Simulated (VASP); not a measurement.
# Sr (Im-3m) in VASP: further runs

The runs below take Sr through single point, with PBE.

All numbers are computed with VASP 6.6.1; they aren't measurements. Logs are shortened: lines on timing, memory, paths and dates and some standing lists are left out, and cuts for length are marked.

### 1 The cell of the first run

It takes space group Im-3m (No. 229, cubic). Conventional cell: a = 4.850 Å, b = 4.850 Å, c = 4.850 Å, α = 90.00°, β = 90.00°, γ = 90.00°. Sr (site symmetry m-3m) has 14 Sr at 4.20 to 4.85 Å within 5.5 Å.

This isn't the form of Sr at room conditions, which is fcc.

### 2 Single point, PBE, collinear spin

Input file INCAR:

```
SYSTEM = Sr
PREC = Accurate ; ENCUT = 500
EDIFF = 1E-6 ; ISMEAR = 0
SIGMA = 0.1 ; LREAL = .FALSE.
LASPH = .TRUE. ; NELM = 200
ALGO = Normal ; ISIF = 2
LWAVE = .FALSE. ; LCHARG = .FALSE.
ISPIN = 2 ; MAGMOM = 1
LORBIT = 11 ; GGA = PE
NBANDS = 15 ; GGA_COMPAT = .FALSE.
```

Input file KPOINTS:

```
regular mesh
0
G
  4 4 4
  0 0 0
```

Input file POSCAR:

```
Sr
1.0
   -2.4250000000      2.4250000000      2.4250000000
    2.4250000000     -2.4250000000      2.4250000000
    2.4250000000      2.4250000000     -2.4250000000
Sr
1
Direct
    0.9670000000      0.8480000000      0.7120000000
```

Potentials or basis: VASP PAW PBE potentials, release 64 (Sr_sv).

Command:

```bash
cat potpaw_PBE.64/Sr_sv/POTCAR > POTCAR
mpirun -np 1 vasp_std > vasp.out
```

OUTCAR:

```text
SYSTEM = Sr
   PREC = Accurate
   ENCUT = 500
   EDIFF = 1E-6
   ISMEAR = 0
   LREAL = .FALSE.
   LASPH = .TRUE.
   NELM = 200
   ISIF = 2
   ISPIN = 2
   LORBIT = 11
   GGA = PE

 ion  position               nearest neighbor table
   1  0.967  0.848  0.712-

  LATTYP: Found a body centered cubic cell.
 ALAT       =     4.8500000000

  Lattice vectors:

 A1 = (  -2.4250000000,   2.4250000000,   2.4250000000)
 A2 = (   2.4250000000,  -2.4250000000,   2.4250000000)
 A3 = (   2.4250000000,   2.4250000000,  -2.4250000000)

Analysis of symmetry for initial positions (statically):
=====================================================================
 Subroutine PRICEL returns:
 Original cell was already a primitive cell.

 Routine SETGRP: Setting up the symmetry group for a
 body centered cubic supercell.

 Subroutine GETGRP returns: Found 48 space group operations
 (whereof  1 operations were pure point group operations)
 out of a pool of 48 trial point group operations.

The static configuration has the point symmetry C_1 .
 The point group associated with its full space group is O_h .

Analysis of symmetry for dynamics (positions and initial velocities):
=====================================================================
 Subroutine PRICEL returns:
 Original cell was already a primitive cell.

 Routine SETGRP: Setting up the symmetry group for a
 body centered cubic supercell.

 Subroutine GETGRP returns: Found 48 space group operations
 (whereof  1 operations were pure point group operations)
 out of a pool of 48 trial point group operations.

The dynamic configuration has the point symmetry C_1 .
 The point group associated with its full space group is O_h .

Analysis of structural, dynamic, and magnetic symmetry:
=====================================================================
 Subroutine PRICEL returns:
 Original cell was already a primitive cell.

 Routine SETGRP: Setting up the symmetry group for a
 body centered cubic supercell.

 Subroutine GETGRP returns: Found 48 space group operations
 (whereof  1 operations were pure point group operations)
 out of a pool of 48 trial point group operations.

The overall configuration has the point symmetry C_1 .
 The point group associated with its full space group is O_h .

 Subroutine INISYM returns: Found 48 space group operations
 (whereof  1 operations are pure point group operations),
 and found     1 'primitive' translations

----------------------------------------------------------------------------------------

                                     Primitive cell

  volume of cell :      57.0421

  direct lattice vectors                    reciprocal lattice vectors
    -2.425000000  2.425000000  2.425000000     0.000000000  0.206185567  0.206185567
     2.425000000 -2.425000000  2.425000000     0.206185567  0.000000000  0.206185567
     2.425000000  2.425000000 -2.425000000     0.206185567  0.206185567  0.000000000

  length of vectors
     4.200223208  4.200223208  4.200223208     0.291590425  0.291590425  0.291590425

  position of ions in fractional coordinates (direct lattice)
     0.967000000  0.848000000  0.712000000

  ion indices of the primitive-cell ions
   primitive index   ion index
                 1           1

----------------------------------------------------------------------------------------

 KPOINTS: regular mesh

Automatic generation of k-mesh.
 Grid dimensions read from file:
 generate k-points for:    4    4    4

 Generating k-lattice:

  Cartesian coordinates                     Fractional coordinates (reciprocal lattice)
     0.000000000  0.051546392  0.051546392     0.250000000  0.000000000  0.000000000
     0.051546392  0.000000000  0.051546392     0.000000000  0.250000000  0.000000000
     0.051546392  0.051546392  0.000000000     0.000000000  0.000000000  0.250000000

  Length of vectors
     0.072897606  0.072897606  0.072897606

  Shift w.r.t. Gamma in fractional coordinates (k-lattice)
     0.000000000  0.000000000  0.000000000

 Subroutine IBZKPT returns following result:
 ===========================================

 Found      8 irreducible k-points:

 Following reciprocal coordinates:
            Coordinates               Weight
  0.000000  0.000000  0.000000      1.000000
  0.250000  0.000000  0.000000     12.000000
  0.500000  0.000000  0.000000      6.000000
  0.250000  0.250000  0.000000     24.000000
  0.250000  0.250000  0.250000      2.000000
 -0.250000  0.250000  0.250000      6.000000
  0.500000  0.500000  0.250000     12.000000
  0.500000  0.500000  0.500000      1.000000
   k-points           NKPTS =      8   k-points in BZ     NKDIM =      8   number of bands    NBANDS=     15
   number of dos      NEDOS =    301   number of ions     NIONS =      1
   total plane-waves  NPLWV =  32768
   dimension x,y,z NGX =    32 NGY =   32 NGZ =   32
   dimension x,y,z NGXF=    64 NGYF=   64 NGZF=   64
   ions per type =               1
   NGX,Y,Z   is equivalent  to a cutoff of  12.67, 12.67, 12.67 a.u.
   NGXF,Y,Z  is equivalent  to a cutoff of  25.33, 25.33, 25.33 a.u.
 SYSTEM =  Sr
   PREC   = accura    normal or accurate (medium, high low for compatibility)
   ISTART =      0    job   : 0-new  1-cont  2-samecut
   ICHARG =      2    charge: 1-file 2-atom 10-const
   ISPIN  =      2    spin polarized calculation?
   LNONCOLLINEAR =      F non collinear calculations
   LSORBIT =      F    spin-orbit coupling
   LASPH  =      T    aspherical Exc in radial PAW
   ENCUT  =  500.0 eV  36.75 Ry    6.06 a.u.   7.66  7.66  7.66*2*pi/ulx,y,z
   NELM   =    200;   NELMIN=  2; NELMDL= -5     # of ELM steps
   EDIFF  = 0.1E-05   stopping-criterion for ELM
   LREAL  =      F    real-space projection
   EDIFFG = 0.1E-04   stopping-criterion for IOM
   NSW    =      0    number of steps for IOM
   IBRION =     -1    ionic relax: 0-MD 1-quasi-New 2-CG
   NFREE  =      0    steps in history (QN), initial steepest desc. (CG)
   ISIF   =      2    stress and relaxation
   ISYM   =      2    0-nonsym 1-usesym 2-fastsym
   POTIM  = 0.5000    time-step for ionic-motion
   TEBEG  =    0.0;   TEEND  =   0.0 temperature during run
   PSTRESS=    0.0 pullay stress
   NELECT =      10.0000    total number of electrons
   NUPDOWN=      -1.0000    fix difference up-down
   EMIN   =  10.00;   EMAX   =-10.00  energy-range for DOS
   EFERMI =   0.00;   METHOD = LEGACY
   ISMEAR =     0;   SIGMA  =   0.10  broadening in eV -4-tet -1-fermi 0-gaus
   EFERMI_NEDOS =   21; number of points for ismear=-14 and -15
   IALGO  =     38    algorithm
   IMIX   =      4    mixing-type and parameters
     AMIX     =   0.40;   BMIX     =  1.00
     AMIX_MAG =   1.60;   BMIX_MAG =  1.00
  volume/ion in A,a.u.               =      57.04       384.94
  Fermi-wavevector in a.u.,A,eV,Ry     =   0.916241  1.731445 11.422060  0.839498
  Thomas-Fermi vector in A             =   2.041074
   LORBIT       =     11    0 simple, 1 ext, 2 COOP (PROOUT), +10 PAW based schemes
   GGA     = PE    functional components
   LHFCALC =     F    Hartree Fock is set to
   AEXX    =    0.0000 exact exchange contribution
   IVDW    =     0    specifies the selected vdW correction
   LEPSILON=     F    determine dielectric tensor
   LRPA    =     F    only Hartree local field effects (RPA)
 spin polarized calculation
 Gauss-broadening in eV      SIGMA  =   0.10
  energy-cutoff  :      500.00
  volume of cell :       57.04
 maximum number of plane-waves:      1481
 NGX is ok and might be reduce to    32
   NGX = 15   NGY = 15   NGZ = 15

 number of electron      10.0000000 magnetization       0.4032048

 Free energy of the ion-electron system (eV)
  ---------------------------------------------------
  ext. energy  EPLUGINS =         0.00000000
  ---------------------------------------------------
  free energy    TOTEN  =        -1.63155996 eV

  energy without entropy =       -1.62458711  energy(sigma->0) =       -1.62807354

 E-fermi :   1.4222     XC(G=0):  -7.2298

 val. band max:        1.2912648936   @ k =   0.5000   0.5000   0.2500
 cond. band min:       1.4441093611   @ k =   0.5000   0.0000   0.0000
 fundamental gap:      0.1528444675
 Fermi energy:         1.4221540999

 spin component 1

 k-point     1 :       0.0000    0.0000    0.0000
  band No.  band energies     occupation
      1     -35.2676      1.00000
      2     -17.1615      1.00000
      3     -17.1615      1.00000
      4     -17.1615      1.00000
      5      -2.2886      1.00000
      6       3.7583      0.00000
      7       3.7583      0.00000
      8       3.7583      0.00000
      9       4.9365      0.00000
     10       4.9365      0.00000
     11       9.1998      0.00000
     12       9.1998      0.00000
     13       9.1998      0.00000
     14      13.2961      0.00000
[... 112 lines left out ...]
      1     -35.2449      1.00000
      2     -17.2864      1.00000
      3     -17.2864      1.00000
      4     -17.2864      1.00000
      5       1.1858      0.99959
      6       1.1858      0.99959
      7       4.8116      0.00000
      8       4.8116      0.00000
      9       4.8116      0.00000
     10       6.2875      0.00000
     11       6.2875      0.00000
     12       6.2875      0.00000
     13       7.4210      0.00000
     14      11.9737      0.00000
     15      11.9737      0.00000
 Fermi energy:         1.4221540999

 spin component 2

 k-point     1 :       0.0000    0.0000    0.0000
  band No.  band energies     occupation
      1     -35.2205      1.00000
      2     -17.1077      1.00000
      3     -17.1077      1.00000
      4     -17.1077      1.00000
      5      -1.9337      1.00000
      6       3.8128      0.00000
      7       3.8128      0.00000
      8       3.8128      0.00000
      9       5.1976      0.00000
     10       5.1976      0.00000
     11       9.6376      0.00000
     12       9.6376      0.00000
     13       9.6376      0.00000
     14      13.5466      0.00000
[... 113 lines left out ...]
      2     -17.2321      1.00000
      3     -17.2321      1.00000
      4     -17.2321      1.00000
      5       1.5798      0.01291
      6       1.5798      0.01291
      7       5.0740      0.00000
      8       5.0740      0.00000
      9       5.0740      0.00000
     10       6.3269      0.00000
     11       6.3269      0.00000
     12       6.3269      0.00000
     13       7.6751      0.00000
     14      12.2787      0.00000
     15      12.2787      0.00000

------------------------ aborting loop because EDIFF is reached ----------------------------------------

  FORCE on cell =-STRESS in cart. coord.  units (eV):
  Direction    XX          YY          ZZ          XY          YZ          ZX
  --------------------------------------------------------------------------------------
  -------------------------------------------------------------------------------------
  Total       -0.1959760     -0.1959760     -0.1959760      0.0000000      0.0000000      0.0000000
  in kB       -5.5045041     -5.5045041     -5.5045041      0.0000000      0.0000000      0.0000000
  external PRESSURE =      -5.5045041 kB  Pullay stress =       0.0000000 kB

 VOLUME and BASIS-vectors are now :
 -----------------------------------------------------------------------------
  energy-cutoff  :      500.00
  volume of cell :       57.04
      direct lattice vectors                 reciprocal lattice vectors
    -2.425000000  2.425000000  2.425000000     0.000000000  0.206185567  0.206185567
     2.425000000 -2.425000000  2.425000000     0.206185567  0.000000000  0.206185567
     2.425000000  2.425000000 -2.425000000     0.206185567  0.206185567  0.000000000

 POSITION                                       TOTAL-FORCE (eV/Angst)
 -----------------------------------------------------------------------------------
      1.43803      2.01518      2.67477         0.000000      0.000000     -0.000000
 -----------------------------------------------------------------------------------
    total drift:                                0.000000     -0.000000      0.000000

  FREE ENERGIE OF THE ION-ELECTRON SYSTEM (eV)
  ---------------------------------------------------
  free  energy   TOTEN  =        -1.6315599559 eV

  energy  without entropy=       -1.6245871144  energy(sigma->0) =       -1.62807354

 total charge

# of ion       s       p       d       tot
------------------------------------------
    1        2.060   5.716   0.126   7.901

 magnetization (x)

# of ion       s       p       d       tot
------------------------------------------
    1        0.001   0.018   0.050   0.069
```

Wall time 23 s (1 thread of Intel Xeon 8259CL, shared host); peak memory 0.19 GiB.

What came out:

| Item | Value |
| --- | --- |
| Free energy | -1.6316 eV |
| Pressure | -0.6 GPa |
| Net moment | 0.40 μB per cell |
| Site moments | Sr +0.07 μB |
| Valence electrons inside the program's atomic spheres | Sr 7.90 |

Levels at points of the mesh, in eV from the Fermi level:
Spin up:
| k point | band 2 | band 3 | band 4 | band 5 | band 6 | band 7 | band 8 | band 9 |
| --- | --- | --- | --- | --- | --- | --- | --- | --- |
| (0.00, 0.00, 0.00) | -18.58 | -18.58 | -18.58 | -3.71 | 2.34 | 2.34 | 2.34 | 3.51 |
| (0.50, 0.00, 0.00) | -18.76 | -18.64 | -18.58 | -1.08 | 0.02 | 1.19 | 3.36 | 4.02 |
| (0.50, 0.50, 0.50) | -18.71 | -18.71 | -18.71 | -0.24 | -0.24 | 3.39 | 3.39 | 3.39 |
Spin down:
```
           k point  band 2  band 3  band 4  band 5  band 6  band 7  band 8  band 9
(0.00, 0.00, 0.00)  -18.53  -18.53  -18.53   -3.36    2.39    2.39    2.39    3.78
(0.50, 0.00, 0.00)  -18.70  -18.59  -18.53   -0.79    0.44    1.32    3.54    4.18
(0.50, 0.50, 0.50)  -18.65  -18.65  -18.65    0.16    0.16    3.65    3.65    3.65
```

Caveat: the k points lie up to 0.46 Å⁻¹ apart.

### 3 Single point, PBE, collinear spin

Input file INCAR:

```
PREC = Accurate
ENCUT = 500
EDIFF = 1E-6
ISMEAR = 0
SIGMA = 0.1
LREAL = F
LASPH = T
NELM = 200
ALGO = Normal
ISIF = 2
LWAVE = F
LCHARG = T
ISPIN = 2
MAGMOM = 5.32
LORBIT = 11
NUPDOWN = 6.0
GGA = PE
LELF = T
LVHAR = T
NBANDS = 15
GGA_COMPAT = F
```

Input file KPOINTS:

```
regular mesh
0
Gamma
  4 4 4
```

Changes to POSCAR since step 2:

```diff
@@ -8,2 +8,2 @@
 Direct
-    0.9670000000      0.8480000000      0.7120000000
+    0.0000000000      0.0000000000      0.0000000000
```

Potentials or basis: VASP PAW PBE potentials, release 64 (Sr_sv).

Command:

```bash
cat potpaw_PBE.64/Sr_sv/POTCAR > POTCAR
mpirun -np 1 vasp_std > vasp.out
```

Run time: 28 s. Hardware: 1 thread of Intel Xeon 8259CL, shared host; peak memory 0.2 GiB.

The run converged. Its results:

- Free energy: 39.9714 eV
- Pressure: -6.4 GPa
- Net moment: 6.00 μB per cell
- Site moments: Sr +3.58 μB
- Valence electrons inside the program's atomic spheres: Sr 7.32

Caveat: the k points lie up to 0.46 Å⁻¹ apart; the total moment is fixed, so each spin has its own Fermi level.
